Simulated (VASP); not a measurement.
## Te2Mo: single point with LDA

Slab: Te2Mo, a slab with vacuum.

```
Te Mo
1.0
     6.36161    0.00000    0.00000
     0.00000    3.48040    0.00000
    -0.08574    0.00000   36.17589
Te Mo
4 2
Direct
  0.07915 0.75000 0.44347
  0.92085 0.25000 0.55653
  0.57075 0.25000 0.45930
  0.42925 0.75000 0.54070
  0.81865 0.75000 0.50253
  0.18135 0.25000 0.49747
```

```json
{
  "Program": "VASP 6.6.1",
  "Task": "single point",
  "Functional": "LDA",
  "Potentials or basis": "VASP PAW LDA potentials, release 64 (Te, Mo_sv)",
  "Cutoff": "520 eV",
  "k mesh": "6 × 10 × 1",
  "Occupations": "methfessel-paxton, width 0.5 eV",
  "Spin": "no spin polarisation"
}
```

The largest force is 0.428 eV/Å and the band gap on the k mesh is zero (band 26 reaches -2.28 eV, above the bottom of band 27 at -2.44 eV).

Forces in eV/Å, atoms in the order of the input:
```
Te   0.009  0.000  0.428
Te  -0.009  0.000 -0.428
Te  -0.015  0.000  0.336
Te   0.015  0.000 -0.336
Mo   0.090  0.000  0.076
Mo  -0.090  0.000 -0.076
```

Levels at points of the mesh, in eV from the Fermi level:
```tsv
k point	band 23	band 24	band 25	band 26	band 27	band 28	band 29	band 30
(0.00, 0.00, 0.00)	-0.91	-0.57	-0.27	0.19	0.65	1.10	1.73	2.13
(0.50, 0.00, 0.00)	-1.21	-0.76	-0.75	-0.63	0.11	1.09	1.48	1.81
(0.00, 0.50, 0.00)	-1.56	-1.56	-1.35	-1.35	1.18	1.18	1.44	1.44
(0.50, 0.50, 0.00)	-1.67	-1.67	-0.80	-0.80	1.09	1.09	1.92	1.92
```

It took 16 min on 1 thread of Intel(R) Xeon(R) Platinum 8488C (Sapphire Rapids) (shared host), peak memory 0.91 GiB.

Caveat: spin-orbit coupling is left out, which moves the levels of the heavy elements.
